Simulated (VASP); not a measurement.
# Au (Fm-3m) in VASP: further runs

Au is run at these levels: PBE; tasks: single point, relaxation of cell and atoms.

Everything below comes from runs of VASP 6.6.1. Logs are shortened: lines on timing, memory, paths and dates and some standing lists are left out, and cuts for length are marked.

**1. The cell of the first run**

Symmetry: Fm-3m, No. 225, cubic system. The conventional cell has a = 4.158 Å, b = 4.158 Å, c = 4.158 Å, α = 90.00°, β = 90.00°, γ = 90.00°. Au (site symmetry m-3m) has 12 Au at 2.94 Å within 3.9 Å.

**2. Single point, PBE**

Contents of INCAR:

```
SYSTEM = Au
  ALGO = Fast
  EDIFF = 1E-6
  ENCUT = 520
  GGA = PE
  ISIF = 2
  ISMEAR = 0
  ISYM = 0
  LASPH = .True.
  LCHARG = .False.
  LREAL = .False.
  LWAVE = .False.
  NBANDS = 12
  NELM = 60
  PREC = Accurate
  SIGMA = 0.1
```

Contents of KPOINTS:

```
k-points
0
Gamma
  12 8 23
  0 0 0
```

Contents of POSCAR:

```
Au
1.0
    2.9402300935      0.0000000000      0.0000000000
    0.0000000000      4.1581132747      0.0000000000
    1.4701150467      2.0790566373      1.4701150467
Au
1
Direct
    0.0000000000      0.0000000000      0.0000000000
```

Potentials or basis: VASP PAW PBE potentials, release 64 (Au).

Run with:

```bash
$ cat potpaw_PBE.64/Au/POTCAR > POTCAR
$ mpirun -np 1 vasp_std > vasp.out
```

OUTCAR:

```text
SYSTEM = Au
   EDIFF = 1E-6
   ENCUT = 520
   GGA = PE
   ISIF = 2
   ISMEAR = 0
   ISYM = 0
   LASPH = .True.
   LREAL = .False.
   NELM = 60
   PREC = Accurate

 ion  position               nearest neighbor table
   1  0.000  0.000  0.000-

IMPORTANT INFORMATION: All symmetrisations will be switched off!
NOSYMM: (Re-)initialisation of all symmetry stuff for point group C_1.

----------------------------------------------------------------------------------------

                                     Primitive cell

  volume of cell :      17.9733

  direct lattice vectors                    reciprocal lattice vectors
     2.940230093  0.000000000  0.000000000     0.340109436  0.000000000 -0.340109436
     0.000000000  4.158113275  0.000000000     0.000000000  0.240493689 -0.340109436
     1.470115047  2.079056637  1.470115047     0.000000000  0.000000000  0.680218873

  length of vectors
     2.940230093  4.158113275  2.940230093     0.480987378  0.416547288  0.680218873

  position of ions in fractional coordinates (direct lattice)
     0.000000000  0.000000000  0.000000000

  ion indices of the primitive-cell ions
   primitive index   ion index
                 1           1

----------------------------------------------------------------------------------------

 KPOINTS: k-points

Automatic generation of k-mesh.
 Grid dimensions read from file:
 generate k-points for:   12    8   23

 Generating k-lattice:

  Cartesian coordinates                     Fractional coordinates (reciprocal lattice)
     0.028342453  0.000000000 -0.028342453     0.083333333  0.000000000  0.000000000
     0.000000000  0.030061711 -0.042513680     0.000000000  0.125000000 -0.000000000
     0.000000000  0.000000000  0.029574734     0.000000000  0.000000000  0.043478261

  Length of vectors
     0.040082281  0.052068411  0.029574734

  Shift w.r.t. Gamma in fractional coordinates (k-lattice)
     0.000000000  0.000000000  0.000000000

 -----------------------------------------------------------------------------
|                                                                             |
|           W    W    AA    RRRRR   N    N  II  N    N   GGGG   !!!           |
|           W    W   A  A   R    R  NN   N  II  NN   N  G    G  !!!           |
|           W    W  A    A  R    R  N N  N  II  N N  N  G       !!!           |
|           W WW W  AAAAAA  RRRRR   N  N N  II  N  N N  G  GGG   !            |
|           WW  WW  A    A  R   R   N   NN  II  N   NN  G    G                |
|           W    W  A    A  R    R  N    N  II  N    N   GGGG   !!!           |
|                                                                             |
|     Your reciprocal lattice and k-lattice belong to different lattice       |
|     classes:                                                                |
|                                                                             |
|        The reciprocal lattice is body-centered cubic,                       |
|        whereas your k-lattice is triclinic.                                 |
|                                                                             |
|     Results are often still useful ...                                      |
|                                                                             |
 -----------------------------------------------------------------------------

 WARNING: IBZKPT: internal override: KBLOWUP is changed to .FALSE.
      ... skipping the blow-up phase ...

 Subroutine IBZKPT returns following result:
 ===========================================

 Found   1106 irreducible k-points:

 Following reciprocal coordinates:
            Coordinates               Weight
  0.000000  0.000000  0.000000      1.000000
  0.083333  0.000000  0.000000      2.000000
  0.166667  0.000000  0.000000      2.000000
  0.250000  0.000000  0.000000      2.000000
  0.333333  0.000000  0.000000      2.000000
  0.416667  0.000000  0.000000      2.000000
[... 16 lines left out ...]
  0.250000  0.250000 -0.000000      2.000000
  0.333333  0.250000  0.000000      2.000000
 [... further k-points ...]
   k-points           NKPTS =   1106   k-points in BZ     NKDIM =   1106   number of bands    NBANDS=     12
   number of dos      NEDOS =    301   number of ions     NIONS =      1
   total plane-waves  NPLWV =  18432
   dimension x,y,z NGX =    24 NGY =   32 NGZ =   24
   dimension x,y,z NGXF=    48 NGYF=   64 NGZF=   48
   ions per type =               1
   NGX,Y,Z   is equivalent  to a cutoff of  13.57, 12.79, 13.57 a.u.
   NGXF,Y,Z  is equivalent  to a cutoff of  27.14, 25.59, 27.14 a.u.
 SYSTEM =  Au
   PREC   = accura    normal or accurate (medium, high low for compatibility)
   ISTART =      0    job   : 0-new  1-cont  2-samecut
   ICHARG =      2    charge: 1-file 2-atom 10-const
   ISPIN  =      1    spin polarized calculation?
   LNONCOLLINEAR =      F non collinear calculations
   LSORBIT =      F    spin-orbit coupling
   LASPH  =      T    aspherical Exc in radial PAW
   ENCUT  =  520.0 eV  38.22 Ry    6.18 a.u.   5.47  7.73  5.47*2*pi/ulx,y,z
   NELM   =     60;   NELMIN=  2; NELMDL= -5     # of ELM steps
   EDIFF  = 0.1E-05   stopping-criterion for ELM
   LREAL  =      F    real-space projection
   EDIFFG = 0.1E-04   stopping-criterion for IOM
   NSW    =      0    number of steps for IOM
   IBRION =     -1    ionic relax: 0-MD 1-quasi-New 2-CG
   NFREE  =      0    steps in history (QN), initial steepest desc. (CG)
   ISIF   =      2    stress and relaxation
   ISYM   =      0    0-nonsym 1-usesym 2-fastsym
   POTIM  = 0.5000    time-step for ionic-motion
   TEBEG  =    0.0;   TEEND  =   0.0 temperature during run
   PSTRESS=    0.0 pullay stress
   NELECT =      11.0000    total number of electrons
   NUPDOWN=      -1.0000    fix difference up-down
   EMIN   =  10.00;   EMAX   =-10.00  energy-range for DOS
   EFERMI =   0.00;   METHOD = LEGACY
   ISMEAR =     0;   SIGMA  =   0.10  broadening in eV -4-tet -1-fermi 0-gaus
   EFERMI_NEDOS =   21; number of points for ismear=-14 and -15
   IALGO  =     68    algorithm
   IMIX   =      4    mixing-type and parameters
     AMIX     =   0.40;   BMIX     =  1.00
     AMIX_MAG =   1.60;   BMIX_MAG =  1.00
  volume/ion in A,a.u.               =      17.97       121.29
  Fermi-wavevector in a.u.,A,eV,Ry     =   1.389940  2.626606 26.285549  1.931933
  Thomas-Fermi vector in A             =   2.513923
   LORBIT       =      0    0 simple, 1 ext, 2 COOP (PROOUT), +10 PAW based schemes
   GGA     = PE    functional components
   LHFCALC =     F    Hartree Fock is set to
   AEXX    =    0.0000 exact exchange contribution
   IVDW    =     0    specifies the selected vdW correction
   LEPSILON=     F    determine dielectric tensor
   LRPA    =     F    only Hartree local field effects (RPA)
 non-spin polarized calculation
 RMM-DIIS sequential band-by-band and
 Gauss-broadening in eV      SIGMA  =   0.10
  energy-cutoff  :      520.00
  volume of cell :       17.97
 maximum number of plane-waves:       531
 NGX is ok and might be reduce to    24
   NGX = 11   NGY = 15   NGZ = 11

 number of electron      10.9999999 magnetization

 Free energy of the ion-electron system (eV)
  ---------------------------------------------------
  ext. energy  EPLUGINS =         0.00000000
  ---------------------------------------------------
  free energy    TOTEN  =        -3.21978039 eV

  energy without entropy =       -3.21780664  energy(sigma->0) =       -3.21879352

 E-fermi :   8.6231     XC(G=0): -12.3999

 val. band max:        8.6185857019   @ k =   0.5000   0.3750   0.3913
 cond. band min:       8.6242070709   @ k =   0.2500  -0.1250   0.3043
 fundamental gap:      0.0056213690
 Fermi energy:         8.6231337579

 k-point     1 :       0.0000    0.0000    0.0000
  band No.  band energies     occupation
      1      -0.6939      2.00000
      2       4.1929      2.00000
      3       4.1949      2.00000
      4       4.1969      2.00000
      5       5.5720      2.00000
      6       5.5740      2.00000
      7      23.1933      0.00000
      8      26.8842      0.00000
      9      26.8861      0.00000
     10      26.8882      0.00000
     11      31.6248      0.00000
     12      35.7035      0.00000

 k-point     2 :       0.0833    0.0000    0.0000
  band No.  band energies     occupation
      1      -0.3869      2.00000
      2       4.0457      2.00000
      3       4.3272      2.00000
      4       4.3300      2.00000
      5       5.4158      2.00000
      6       5.6381      2.00000
      7      23.5370      0.00000
      8      25.9756      0.00000
      9      26.5852      0.00000
     10      26.5878      0.00000
     11      33.2990      0.00000
     12      33.7138      0.00000

 k-point     3 :       0.1667    0.0000    0.0000
  band No.  band energies     occupation
      1       0.4823      2.00000
      2       3.6594      2.00000
      3       4.7166      2.00000
      4       4.7195      2.00000
      5       5.0402      2.00000
      6       5.8194      2.00000
      7      24.4491      0.00000
      8      24.9003      0.00000
      9      25.2373      0.00000
     10      25.2402      0.00000
     11      29.5509      0.00000
     12      32.8995      0.00000
[... 286 lines left out ...]
 k-point    23 :       0.2500    0.2500   -0.0000
  band No.  band energies     occupation
      1       2.5808      2.00000
      2       3.4345      2.00000
      3       4.5369      2.00000
      4       5.2789      2.00000
      5       6.7442      2.00000
      6       9.5695      0.00000
      7      13.8415      0.00000
      8      19.7375      0.00000
      9      21.7458      0.00000
     10      25.0840      0.00000
     11      32.0006      0.00000
     12      33.9666      0.00000

 k-point    24 :       0.3333    0.2500    0.0000
  band No.  band energies     occupation
      1       2.5920      2.00000
      2       3.1943      2.00000
      3       4.9371      2.00000
      4       5.7480      2.00000
      5       6.6068      2.00000
      6      11.9105      0.00000
      7      12.9710      0.00000
      8      16.5293      0.00000
      9      20.9862      0.00000
     10      25.6218      0.00000
     11      31.8136      0.00000
     12      34.2835      0.00000

 [... further k-points ...]
[... 5 lines left out ...]
  --------------------------------------------------------------------------------------
  -------------------------------------------------------------------------------------
  Total        0.0466650     -0.0481397     -0.0499770     -0.0259313      0.0151653      0.0055158
  in kB        4.1598006     -4.2912592     -4.4550410     -2.3115680      1.3518606      0.4916896
  external PRESSURE =      -1.5288332 kB  Pullay stress =       0.0000000 kB

 VOLUME and BASIS-vectors are now :
 -----------------------------------------------------------------------------
  energy-cutoff  :      520.00
  volume of cell :       17.97
      direct lattice vectors                 reciprocal lattice vectors
     2.940230093  0.000000000  0.000000000     0.340109436  0.000000000 -0.340109436
     0.000000000  4.158113275  0.000000000     0.000000000  0.240493689 -0.340109436
     1.470115047  2.079056637  1.470115047     0.000000000  0.000000000  0.680218873

 POSITION                                       TOTAL-FORCE (eV/Angst)
 -----------------------------------------------------------------------------------
      0.00000      0.00000      0.00000        -0.000000      0.000001      0.000000
 -----------------------------------------------------------------------------------
    total drift:                               -0.000000      0.000001      0.000000

  FREE ENERGIE OF THE ION-ELECTRON SYSTEM (eV)
  ---------------------------------------------------
  free  energy   TOTEN  =        -3.2197803925 eV

  energy  without entropy=       -3.2178066419  energy(sigma->0) =       -3.21879352
```

Run time: 1.7 min. Hardware: 1 thread of Intel Xeon Platinum 8559C (Emerald Rapids), shared host; peak memory 0.36 GiB.

The run converged, but its numbers aren't listed here, since they failed a check.

Caveat: spin-orbit coupling is left out, which moves the levels of the heavy elements.

**3. Single point, PBE**

This run uses another cell than the first one, of 18.08 Å³/atom, 1.006 times its volume.

Contents of INCAR:

```
PREC = Accurate
ENCUT = 520
EDIFF = 1E-7
ISMEAR = 0
SIGMA = 0.1
LREAL = F
LASPH = T
NELM = 100
ALGO = Fast
ISIF = 2
LWAVE = F
LCHARG = F
GGA = PE
NBANDS = 12
```

Contents of KPOINTS:

```
regular mesh
0
Gamma
  8 8 8
```

Contents of POSCAR:

```
Au
1.0
    0.0000000000      2.0830626665      2.0830626665
    2.0830626665      0.0000000000      2.0830626665
    2.0830626665      2.0830626665      0.0000000000
Au
1
Direct
    0.0000000000      0.0000000000      0.0000000000
```

Potentials or basis: VASP PAW PBE potentials, release 64 (Au).

Run with:

```bash
$ cat potpaw_PBE.64/Au/POTCAR > POTCAR
$ mpirun -np 1 vasp_std > vasp.out
```

Wall time 11 s (1 thread of Intel Xeon Platinum 8259CL at 2.50GHz (Skylake/Cascade Lake), shared host); peak memory 0.14 GiB.

It converged, with:

```
Free energy : -3.1881 eV
Pressure    : -0.3 GPa
```

Levels at points of the mesh, in eV from the Fermi level:
```
           k point  band 2  band 3  band 4  band 5  band 6  band 7  band 8  band 9  band 10  band 11
(0.00, 0.00, 0.00)   -4.28   -4.28   -4.28   -2.92   -2.92   14.69   18.35   18.35    18.35    23.07
(0.50, 0.00, 0.00)   -4.31   -4.31   -1.83   -1.83   -0.58    2.87   14.13   16.79    16.79    24.15
(0.50, 0.50, 0.00)   -6.15   -1.88   -1.54   -1.54    1.29    5.41    9.94    9.94    16.68    19.13
```

Caveat: spin-orbit coupling is left out, which moves the levels of the heavy elements.

(Continued in part 2 of 2.)
